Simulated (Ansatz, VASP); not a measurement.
HfO2 in VASP and in Ansatz

```xyz
12
Lattice="5.0942 0.0000 0.0000 0.0000 5.1506 0.0000 -0.8762 0.0000 5.2030" Properties=species:S:1:pos:R:3 pbc="T T T"
Hf    0.7924    2.3601    3.6832
Hf    2.9875    4.9354    4.1213
Hf    3.4256    2.7906    1.5198
Hf    1.2305    0.2153    1.0817
O     1.4070    3.8188    5.1059
O     2.3729    1.2435    2.6985
O     2.8110    1.3318    0.0970
O     1.8451    3.9071    2.5045
O     0.0826    1.7619    1.7504
O     4.5735    4.3372    0.8511
O     4.1354    3.3887    3.4526
O    -0.3555    0.8134    4.3518
```

Alike in both runs: functional PBE; k mesh 6 × 5 × 5; occupations fermi-dirac, width 0.01 eV; no spin polarisation.

Ansatz relaxed the structure, and its values are those at the end. VASP's run is a single point on that final structure, the one shown.

|  | VASP | Ansatz |
| --- | --- | --- |
| version | VASP 6.6.1 | Ansatz 0.2.0 |
| potentials or method | VASP PAW PBE potentials, release 64 (Hf_pv, O) | plane-wave PAW, scalar-relativistic |
| plane-wave cutoff (eV) | 520 | 420 |
| valence electrons in the cell | 88 | 152 |

```tsv
	VASP	Ansatz	Ansatz less VASP
gap on the k mesh at the Fermi level (eV)	4.03	4.07	+0.041
pressure (GPa)	4.8	8.1	+3.27
rms of the force components (eV/Å)	0.035	0.002	-0.0328
```

With one functional, cell and mesh, what is left measures potentials, basis and numerics. VASP's potentials hold 88 valence electrons a cell and Ansatz's 152, so a difference there can come from the potentials and not from the codes. Ansatz's warnings: stress scf threshold loose.

Neither program's run includes spin-orbit coupling.
